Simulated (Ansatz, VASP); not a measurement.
# NiO: VASP beside Ansatz

```
Ni O
1.0
     0.00000    2.09131    2.09131
     2.09131    0.00000    2.09131
     4.18262    4.18262    0.00000
Ni O
2 2
Cartesian
  0.0000 0.0000 0.0000
  2.0913 2.0913 0.0000
  2.0913 2.0913 2.0913
  4.1826 4.1826 2.0913
```

Alike in both runs: task single point; functional LDA; k mesh 8 × 8 × 8; occupations gaussian, width 0.05 eV; collinear spin; Hubbard terms Ni d U = 4.0 eV.

|  | VASP | Ansatz |
| --- | --- | --- |
| version | VASP 6.6.1 | Ansatz 0.2.0 |
| potentials or method | VASP PAW LDA potentials, release 64 (Ni, O), cutoff 520 eV | scalar-relativistic, plane waves, PAW |
| valence electrons in the cell | 32 | 48 |

```csv
,VASP,Ansatz,Ansatz less VASP
gap on the k mesh at the Fermi level (eV),0.68,0.61,-0.071
least direct gap on the mesh (eV),0.68,0.61,-0.071
pressure (GPa),-14.7,-8.1,+6.65
net moment per atom (μB),1.00,1.00,0.000
size of the moment on the site where the two differ most (μB),1.70,1.64,-0.063
```

LDA's correlation is that of Perdew and Zunger in VASP and of Perdew and Wang (1992) in Ansatz. Site moments also hang on the region over which each program counts them. The programs project onto different local orbitals, so the same U acts differently, and such runs can settle in different states. VASP's potentials hold 32 valence electrons a cell and Ansatz's 48, so a difference there can come from the potentials and not from the codes.
